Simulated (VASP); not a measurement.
Input of a VASP 6.6.1 run:

INCAR

```
PREC = Accurate
ENCUT = 520
EDIFF = 1E-7
ISMEAR = 0
SIGMA = 0.05
LREAL = F
LASPH = T
NELM = 80
ALGO = Normal
ISIF = 2
LWAVE = F
LCHARG = F
GGA = PE
IBRION = 2
NSW = 50
EDIFFG = -0.01
```

KPOINTS

```
regular mesh
0
Gamma
  9 9 6
```

The input POSCAR:

```
AlN
1.0
    3.0360000000      0.0000000000      0.0000000000
   -1.5180000000      2.6292531259      0.0000000000
    0.0000000000      0.0000000000      4.4149000000
Al N
2 2
Direct
    0.3333333333      0.6666666667      0.0017290859
    0.6666666667      0.3333333333      0.5017290859
    0.3333333333      0.6666666667      0.3832709141
    0.6666666667      0.3333333333      0.8832709141
```

Potentials or basis: VASP PAW PBE potentials, release 64 (Al, N).

Command:

```console
$ cat potpaw_PBE.64/Al/POTCAR potpaw_PBE.64/N/POTCAR > POTCAR
$ mpirun -np 1 vasp_std > vasp.out
```

**Question.** Predict the energy gained by relaxing.

**Answer.** 98.9 meV/atom.

**Question.** Predict the band gap on the k mesh.

**Answer.** 4.88 eV (least direct gap 4.91 eV).

Step by step:
| step | energy change (eV) | largest force (eV/Å) | pressure (GPa) |
| --- | --- | --- | --- |
| 1 | 0.0000 | 3.2224 | 54.89 |
| 2 | -0.1854 | 0.9040 | 45.84 |
| 3 | -0.3955 | 0.0085 | 47.42 |

Caveat: an odd mesh through Γ misses points on the zone boundary, where band edges can lie.
